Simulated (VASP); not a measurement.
# MgZn7O8 (lda) (Fmm2) in VASP: single point with LDA

Aim: the single point of MgZn7O8 (lda) with LDA.

Program: VASP 6.6.1. These are calculated values, not measurements. Logs are shortened: lines on timing, memory, paths and dates and some standing lists are left out, and cuts for length are marked.

### 1 The cell of the first run

It takes space group Fmm2 (No. 42, orthorhombic). Conventional cell: a = 6.508 Å, b = 10.384 Å, c = 11.271 Å, α = 90.00°, β = 90.00°, γ = 90.00°. Mg (site symmetry mm2) has 3 O at 1.88 Å within 2.5 Å. Zn (site symmetry m) has 3 O at 1.88 Å within 2.5 Å. Within 2.5 Å of Zn (site symmetry mm2) lie 3 O at 1.88 Å. Within 2.5 Å of Zn (site symmetry 2) lie 3 O at 1.88 Å. Within 2.5 Å of Zn (site symmetry m) lie 3 O at 1.88 Å. O (site symmetry m) has 3 Zn at 1.88 Å within 2.5 Å. Within 2.5 Å of O (site symmetry 2) lie 3 Zn at 1.88 Å. Within 2.5 Å of O (site symmetry m) lie 1 Mg at 1.88 Å and 2 Zn at 1.88 Å.

### 2 Single point, LDA

The input, INCAR:

```
SYSTEM = MgZn7O8
PREC = Accurate
ENCUT = 600
EDIFF = 1E-6
ISMEAR = 0
SIGMA = 0.1
LREAL = .FALSE.
LASPH = .TRUE.
NELM = 120
ALGO = Normal
ISIF = 2
LWAVE = .FALSE.
LCHARG = .FALSE.
NBANDS = 81
GGA_COMPAT = .FALSE.
```

The input, KPOINTS:

```
Automatic mesh
0
G
  4 4 4
  0 0 0
```

The input, POSCAR:

```
MgZn7O8
1.0
    3.2537500000      0.0000000000      5.1918750000
    3.2537500000      0.0000000000     -5.1918750000
   -3.2537500000      5.6356603151      0.0000000000
Mg Zn O
1 7 8
Direct
    0.1666666700      0.1666666700      0.3333333300
    0.1666666700      0.1666666700      0.8333333300
    0.6666666700      0.6666666700      0.3333333300
    0.6666666700      0.6666666700      0.8333333300
    0.0833333300      0.5833333300      0.1666666700
    0.5833333300      0.0833333300      0.1666666700
    0.0833333300      0.5833333300      0.6666666700
    0.5833333300      0.0833333300      0.6666666700
    0.4166666700      0.9166666700      0.3333333300
    0.9166666700      0.4166666700      0.3333333300
    0.4166666700      0.9166666700      0.8333333300
    0.9166666700      0.4166666700      0.8333333300
    0.3333333300      0.3333333300      0.1666666700
    0.3333333300      0.3333333300      0.6666666700
    0.8333333300      0.8333333300      0.1666666700
    0.8333333300      0.8333333300      0.6666666700
```

Potentials or basis: VASP PAW LDA potentials, release 64 (Mg, Zn, O).

The run is started by

```sh
$ cat potpaw_LDA.64/Mg/POTCAR potpaw_LDA.64/Zn/POTCAR potpaw_LDA.64/O/POTCAR > POTCAR
$ mpirun -np 1 vasp_std > vasp.out
```

OUTCAR:

```text
SYSTEM = MgZn7O8
   PREC = Accurate
   ENCUT = 600
   EDIFF = 1E-6
   ISMEAR = 0
   LREAL = .FALSE.
   LASPH = .TRUE.
   NELM = 120
   ISIF = 2

 ion  position               nearest neighbor table
   1  0.167  0.167  0.333-  13 1.88  14 1.88  15 1.88  10 2.60   9 2.60   6 3.20   5 3.20   8 3.20
                             7 3.20   5 3.20   6 3.20   2 3.25   4 3.25   2 3.25   4 3.25   3 3.25
   2  0.167  0.167  0.833-  14 1.88  13 1.88  16 1.88   1 3.25   1 3.25
   3  0.667  0.667  0.333-  15 1.88  16 1.88  13 1.88   1 3.25   1 3.25
   4  0.667  0.667  0.833-  16 1.88  15 1.88  14 1.88   1 3.25   1 3.25
   5  0.083  0.583  0.167-  10 1.88  12 1.88   9 1.88   1 3.20   1 3.20
   6  0.583  0.083  0.167-   9 1.88  11 1.88  10 1.88   1 3.20   1 3.20
   7  0.083  0.583  0.667-  12 1.88  10 1.88  11 1.88   1 3.20
   8  0.583  0.083  0.667-  11 1.88   9 1.88  12 1.88   1 3.20
   9  0.417  0.917  0.333-   6 1.88   8 1.88   5 1.88   1 2.60
  10  0.917  0.417  0.333-   5 1.88   7 1.88   6 1.88   1 2.60
  11  0.417  0.917  0.833-   8 1.88   6 1.88   7 1.88
  12  0.917  0.417  0.833-   7 1.88   5 1.88   8 1.88
  13  0.333  0.333  0.167-   1 1.88   2 1.88   3 1.88
  14  0.333  0.333  0.667-   2 1.88   1 1.88   4 1.88
  15  0.833  0.833  0.167-   3 1.88   4 1.88   1 1.88
  16  0.833  0.833  0.667-   4 1.88   3 1.88   2 1.88

  LATTYP: Found a face centered orthorhombic cell.
 ALAT       =     6.5075000000
 B/A-ratio  =     1.5956588552
 C/A-ratio  =     1.7320508076

  Lattice vectors:

 A1 = (   0.0000000000,   5.6356603151,  -5.1918750000)
 A2 = (   3.2537500000,   5.6356603151,   0.0000000000)
 A3 = (   3.2537500000,   0.0000000000,  -5.1918750000)

Analysis of symmetry for initial positions (statically):
=====================================================================
 Subroutine PRICEL returns:
 Original cell was already a primitive cell.

 Routine SETGRP: Setting up the symmetry group for a
 face centered orthorhombic supercell.

 Subroutine GETGRP returns: Found  4 space group operations
 (whereof  4 operations were pure point group operations)
 out of a pool of  8 trial point group operations.

The static configuration has the point symmetry C_2v.

Analysis of symmetry for dynamics (positions and initial velocities):
=====================================================================
 Subroutine PRICEL returns:
 Original cell was already a primitive cell.

 Routine SETGRP: Setting up the symmetry group for a
 face centered orthorhombic supercell.

 Subroutine GETGRP returns: Found  4 space group operations
 (whereof  4 operations were pure point group operations)
 out of a pool of  8 trial point group operations.

The dynamic configuration has the point symmetry C_2v.

 Subroutine INISYM returns: Found  4 space group operations
 (whereof  4 operations are pure point group operations),
 and found     1 'primitive' translations

----------------------------------------------------------------------------------------

                                     Primitive cell

  volume of cell :     190.4071

  direct lattice vectors                    reciprocal lattice vectors
     3.253750000  0.000000000  5.191875000     0.153668844  0.088720748  0.096304322
     3.253750000  0.000000000 -5.191875000     0.153668844  0.088720748 -0.096304322
    -3.253750000  5.635660315  0.000000000     0.000000000  0.177441496  0.000000000

  length of vectors
     6.127189819  6.127189819  6.507500000     0.201891077  0.201891077  0.177441496

  position of ions in fractional coordinates (direct lattice)
     0.166666670  0.166666670  0.333333330
     0.166666670  0.166666670  0.833333330
     0.666666670  0.666666670  0.333333330
     0.666666670  0.666666670  0.833333330
     0.083333330  0.583333330  0.166666670
     0.583333330  0.083333330  0.166666670
[... 8 lines left out ...]
     0.833333330  0.833333330  0.166666670
     0.833333330  0.833333330  0.666666670

  ion indices of the primitive-cell ions
   primitive index   ion index
                 1           1
                 2           2
                 3           3
                 4           4
                 5           5
                 6           6
[... 8 lines left out ...]
                15          15
                16          16

----------------------------------------------------------------------------------------

 KPOINTS: Automatic mesh

Automatic generation of k-mesh.
 Grid dimensions read from file:
 generate k-points for:    4    4    4

 Generating k-lattice:

  Cartesian coordinates                     Fractional coordinates (reciprocal lattice)
     0.038417211  0.022180187  0.024076080     0.250000000 -0.000000000  0.000000000
     0.038417211  0.022180187 -0.024076080    -0.000000000  0.250000000  0.000000000
     0.000000000  0.044360374  0.000000000     0.000000000  0.000000000  0.250000000

  Length of vectors
     0.050472769  0.050472769  0.044360374

  Shift w.r.t. Gamma in fractional coordinates (k-lattice)
     0.000000000  0.000000000  0.000000000

 Subroutine IBZKPT returns following result:
 ===========================================

 Found     18 irreducible k-points:

 Following reciprocal coordinates:
            Coordinates               Weight
  0.000000  0.000000  0.000000      1.000000
  0.250000 -0.000000  0.000000      8.000000
  0.500000 -0.000000  0.000000      4.000000
  0.250000  0.250000  0.000000      4.000000
  0.500000  0.250000  0.000000      8.000000
 -0.250000  0.250000  0.000000      2.000000
[... 10 lines left out ...]
 -0.250000  0.250000  0.500000      2.000000
  0.500000  0.500000  0.500000      1.000000
   k-points           NKPTS =     18   k-points in BZ     NKDIM =     18   number of bands    NBANDS=     81
   number of dos      NEDOS =    301   number of ions     NIONS =     16
   total plane-waves  NPLWV = 135000
   dimension x,y,z NGX =    50 NGY =   50 NGZ =   54
   dimension x,y,z NGXF=   100 NGYF=  100 NGZF=  108
   ions per type =               1   7   8
   NGX,Y,Z   is equivalent  to a cutoff of  13.57, 13.57, 13.80 a.u.
   NGXF,Y,Z  is equivalent  to a cutoff of  27.13, 27.13, 27.59 a.u.
 SYSTEM =  MgZn7O8
   PREC   = accura    normal or accurate (medium, high low for compatibility)
   ISTART =      0    job   : 0-new  1-cont  2-samecut
   ICHARG =      2    charge: 1-file 2-atom 10-const
   ISPIN  =      1    spin polarized calculation?
   LNONCOLLINEAR =      F non collinear calculations
   LSORBIT =      F    spin-orbit coupling
   LASPH  =      T    aspherical Exc in radial PAW
   ENCUT  =  600.0 eV  44.10 Ry    6.64 a.u.  12.24 12.24 13.00*2*pi/ulx,y,z
   NELM   =    120;   NELMIN=  2; NELMDL= -5     # of ELM steps
   EDIFF  = 0.1E-05   stopping-criterion for ELM
   LREAL  =      F    real-space projection
   EDIFFG = 0.1E-04   stopping-criterion for IOM
   NSW    =      0    number of steps for IOM
   IBRION =     -1    ionic relax: 0-MD 1-quasi-New 2-CG
   NFREE  =      0    steps in history (QN), initial steepest desc. (CG)
   ISIF   =      2    stress and relaxation
   ISYM   =      2    0-nonsym 1-usesym 2-fastsym
   POTIM  = 0.5000    time-step for ionic-motion
   TEBEG  =    0.0;   TEEND  =   0.0 temperature during run
   PSTRESS=    0.0 pullay stress
   NELECT =     134.0000    total number of electrons
   NUPDOWN=      -1.0000    fix difference up-down
   EMIN   =  10.00;   EMAX   =-10.00  energy-range for DOS
   EFERMI =   0.00;   METHOD = LEGACY
   ISMEAR =     0;   SIGMA  =   0.10  broadening in eV -4-tet -1-fermi 0-gaus
   EFERMI_NEDOS =   21; number of points for ismear=-14 and -15
   IALGO  =     38    algorithm
   IMIX   =      4    mixing-type and parameters
     AMIX     =   0.40;   BMIX     =  1.00
     AMIX_MAG =   1.60;   BMIX_MAG =  1.00
  volume/ion in A,a.u.               =      11.90        80.31
  Fermi-wavevector in a.u.,A,eV,Ry     =   1.456181  2.751783 28.850652  2.120463
  Thomas-Fermi vector in A             =   2.573129
   LORBIT       =      0    0 simple, 1 ext, 2 COOP (PROOUT), +10 PAW based schemes
   GGA     = CA    functional components
   LHFCALC =     F    Hartree Fock is set to
   AEXX    =    0.0000 exact exchange contribution
   IVDW    =     0    specifies the selected vdW correction
   LEPSILON=     F    determine dielectric tensor
   LRPA    =     F    only Hartree local field effects (RPA)
 non-spin polarized calculation
 Gauss-broadening in eV      SIGMA  =   0.10
  energy-cutoff  :      600.00
  volume of cell :      190.41
 maximum number of plane-waves:      6384
 NGX is ok and might be reduce to    50
   NGX = 25   NGY = 25   NGZ = 25

 number of electron     134.0000020 magnetization

 Free energy of the ion-electron system (eV)
  ---------------------------------------------------
  ext. energy  EPLUGINS =         0.00000000
  ---------------------------------------------------
  free energy    TOTEN  =       -85.24973340 eV

  energy without entropy =      -85.24973340  energy(sigma->0) =      -85.24973340

 E-fermi :   1.5169     XC(G=0): -11.2925

 val. band max:        1.0107508852   @ k =   0.0000   0.0000   0.0000
 cond. band min:       2.1428312004   @ k =   0.0000   0.0000   0.0000
 fundamental gap:      1.1320803152
 Fermi energy:         1.5168720137

 k-point     1 :       0.0000    0.0000    0.0000
  band No.  band energies     occupation
      1     -16.8577      2.00000
      2     -16.1893      2.00000
      3     -16.1298      2.00000
      4     -16.0700      2.00000
      5     -16.0304      2.00000
      6     -15.8338      2.00000
[... 71 lines left out ...]
     78       9.2124      0.00000
     79       9.3051      0.00000

 k-point     2 :       0.2500   -0.0000    0.0000
  band No.  band energies     occupation
      1     -16.7439      2.00000
      2     -16.2106      2.00000
      3     -16.1699      2.00000
      4     -16.0763      2.00000
      5     -16.0566      2.00000
      6     -15.8497      2.00000
[... 71 lines left out ...]
     78       9.2962      0.00000
     79       9.3989      0.00000
[... 1228 lines left out ...]
     78       9.3924      0.00000
     79       9.4719      0.00000

 k-point    18 :       0.5000    0.5000    0.5000
  band No.  band energies     occupation
      1     -16.4118      2.00000
      2     -16.3134      2.00000
      3     -16.2489      2.00000
      4     -16.1363      2.00000
      5     -16.0854      2.00000
      6     -15.9573      2.00000
[... 71 lines left out ...]
     78       9.3629      0.00000
     79       9.4986      0.00000
 [bands above 79 left out]

------------------------ aborting loop because EDIFF is reached ----------------------------------------

  FORCE on cell =-STRESS in cart. coord.  units (eV):
  Direction    XX          YY          ZZ          XY          YZ          ZX
  --------------------------------------------------------------------------------------
  -------------------------------------------------------------------------------------
  Total        4.9775493      4.9728256    -10.5512339      0.0000000      0.0000000      0.0000000
  in kB       41.8834973     41.8437500    -88.7831647      0.0000000      0.0000000      0.0000000
  external PRESSURE =      -1.6853058 kB  Pullay stress =       0.0000000 kB

 VOLUME and BASIS-vectors are now :
 -----------------------------------------------------------------------------
  energy-cutoff  :      600.00
  volume of cell :      190.41
      direct lattice vectors                 reciprocal lattice vectors
     3.253750000  0.000000000  5.191875000     0.153668844  0.088720748  0.096304322
     3.253750000  0.000000000 -5.191875000     0.153668844  0.088720748 -0.096304322
    -3.253750000  5.635660315  0.000000000     0.000000000  0.177441496  0.000000000

 POSITION                                       TOTAL-FORCE (eV/Angst)
 -----------------------------------------------------------------------------------
      0.00000      1.87855      0.00000         0.000000      0.009559     -0.000000
     -1.62687      4.69638      0.00000         0.174621      0.090095     -0.000000
      3.25375      1.87855      0.00000        -0.000000     -0.189527     -0.000000
      1.62688      4.69638      0.00000        -0.174621      0.090095     -0.000000
      1.62687      0.93928     -2.59594         0.000000     -0.099581      0.000000
      1.62687      0.93928      2.59594         0.000000     -0.099581     -0.000000
[... 8 lines left out ...]
      4.88062      0.93928      0.00000        -0.115682     -0.042867     -0.000000
      3.25375      3.75711      0.00000         0.000000     -0.022534     -0.000000
 -----------------------------------------------------------------------------------
    total drift:                                0.000062     -0.000659     -0.000000

  FREE ENERGIE OF THE ION-ELECTRON SYSTEM (eV)
  ---------------------------------------------------
  free  energy   TOTEN  =       -85.2497333971 eV

  energy  without entropy=      -85.2497333971  energy(sigma->0) =      -85.24973340
```

It took 7.3 min on 1 thread of Intel Xeon Platinum 8375C at 2.90GHz (Ice Lake), shared host; peak memory 0.44 GiB.

What came out:

```
Free energy            : -85.2497 eV
Pressure               : -0.2 GPa
Largest force          : 0.307 eV/Å
Band gap on the k mesh : 1.13 eV, direct
```

Forces in eV/Å, atoms in the order of the input:
```
Mg   0.000  0.010  0.000
Zn   0.175  0.090  0.000
Zn   0.000 -0.190  0.000
Zn  -0.175  0.090  0.000
Zn   0.000 -0.100  0.000
Zn   0.000 -0.100  0.000
Zn   0.000  0.098  0.004
Zn   0.000  0.098 -0.004
O    0.000  0.008 -0.307
O    0.000  0.008  0.307
O    0.000 -0.009  0.000
O    0.000 -0.009  0.000
O    0.116 -0.043  0.000
O    0.000  0.112  0.000
O   -0.116 -0.043  0.000
O    0.000 -0.023  0.000
```

As with any semilocal functional, this LDA gap is likely too small.
